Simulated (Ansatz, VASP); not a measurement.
HfO2: VASP beside Ansatz

The input INCAR:

```
SYSTEM = HfO2
PREC = Accurate
ENCUT = 520
EDIFF = 1E-6
ISMEAR = -1
SIGMA = 0.05
LREAL = .FALSE.
LASPH = .TRUE.
NELM = 80
ALGO = Normal
ISIF = 2
LWAVE = .FALSE.
LCHARG = .FALSE.
GGA = RP
NBANDS = 56
```

KPOINTS

```
Automatic mesh
0
G
  4 5 4
  0 0 0
```

POSCAR

```
HfO2
1.0
    5.2194633600      0.0000000000      0.0000000000
    0.0000000000      5.0047636900      0.0000000000
    0.0000000000      0.0000000000      5.0326850500
Hf O
4 8
Direct
    0.9669940000      0.7325208200      0.7414403500
    0.5330060000      0.7325208200      0.2414403500
    0.4669940000      0.2674791800      0.7414403500
    0.0330060000      0.2674791800      0.2414403500
    0.6321274500      0.9286454000      0.8792672600
    0.8678725500      0.9286454000      0.3792672600
    0.2339485200      0.5398830500      0.4922923900
    0.2660514800      0.5398830500      0.9922923900
    0.7660514800      0.4601169500      0.9922923900
    0.7339485200      0.4601169500      0.4922923900
    0.1321274500      0.0713546000      0.8792672600
    0.3678725500      0.0713546000      0.3792672600
```

The input input.yaml:

```yaml
crystal:
  lattice:
    - [5.21946336, 0.0, 0.0]
    - [0.0, 5.00476369, 0.0]
    - [0.0, 0.0, 5.03268505]
  atoms:
    - { symbol: Hf, position: [0.966994, 0.73252082, 0.74144035] }
    - { symbol: Hf, position: [0.533006, 0.73252082, 0.24144035] }
    - { symbol: Hf, position: [0.466994, 0.26747918, 0.74144035] }
    - { symbol: Hf, position: [0.033006, 0.26747918, 0.24144035] }
    - { symbol: O, position: [0.63212745, 0.9286454, 0.87926726] }
    - { symbol: O, position: [0.86787255, 0.9286454, 0.37926726] }
    - { symbol: O, position: [0.23394852, 0.53988305, 0.49229239] }
    - { symbol: O, position: [0.26605148, 0.53988305, 0.99229239] }
    - { symbol: O, position: [0.76605148, 0.46011695, 0.99229239] }
    - { symbol: O, position: [0.73394852, 0.46011695, 0.49229239] }
    - { symbol: O, position: [0.13212745, 0.0713546, 0.87926726] }
    - { symbol: O, position: [0.36787255, 0.0713546, 0.37926726] }
hamiltonian:
  xc: rpbe
  pseudopotentials: { kind: paw }
kpoints:
  mp_grid: { grid: [4, 5, 4] }
  band_path:
    path:
      - [[0.0, 0.0, 0.0], [0.0, 0.5, 0.0], [0.0, 0.5, 0.5], [0.0, 0.0, 0.5], [0.0, 0.0, 0.0], [0.5, 0.0, 0.0], [0.5, 0.5, 0.0], [0.5, 0.5, 0.5], [0.5, 0.0, 0.5], [0.5, 0.0, 0.0]]
      - [[0.0, 0.0, 0.5], [0.5, 0.0, 0.5]]
      - [[0.5, 0.5, 0.0], [0.0, 0.5, 0.0]]
      - [[0.0, 0.5, 0.5], [0.5, 0.5, 0.5]]
    npoints: 10
scf:
  occupations: { method: fermi_dirac, width: 0.05 }
  n_extra_bands: 30
output:
  forces: true
  stress: true
  eigenvalues: true
  fatbands: false
  write_density: true
  write_potential: true
  elf: true
  volumetric_format: npy
```

Alike in both runs: functional RPBE; k mesh 4 × 5 × 4; occupations fermi-dirac, width 0.05 eV; no spin polarisation.

|  | VASP | Ansatz |
| --- | --- | --- |
| version | VASP 6.6.1 | Ansatz 0.2.0 |
| potentials or method | VASP PAW PBE potentials, release 64 (Hf_pv, O) | Ansatz PAW |
| plane-wave cutoff (eV) | 520 | 420 |
| valence electrons in the cell | 88 | 152 |
| task | single point | band structure |

|  | VASP | Ansatz | Ansatz less VASP |
| --- | --- | --- | --- |
| gap on the k mesh at the Fermi level (eV) | 4.57 | 4.62 | +0.049 |
| least direct gap on the mesh (eV) | 4.79 | 4.83 | +0.040 |
| pressure (GPa) | 11.4 | 14.9 | +3.56 |
| traceless stress, the component that is largest in VASP (GPa) | -0.24 | -0.33 | -0.083 |
| rms of the force components (eV/Å) | 0.038 | 0.065 | +0.0267 |

VASP's potentials were made for PBE, not for RPBE. Atom by atom the forces differ by 0.030 eV/Å (rms over components). VASP's potentials hold 88 valence electrons a cell and Ansatz's 152, so a difference there can come from the potentials and not from the codes.

Neither program's run includes spin-orbit coupling.
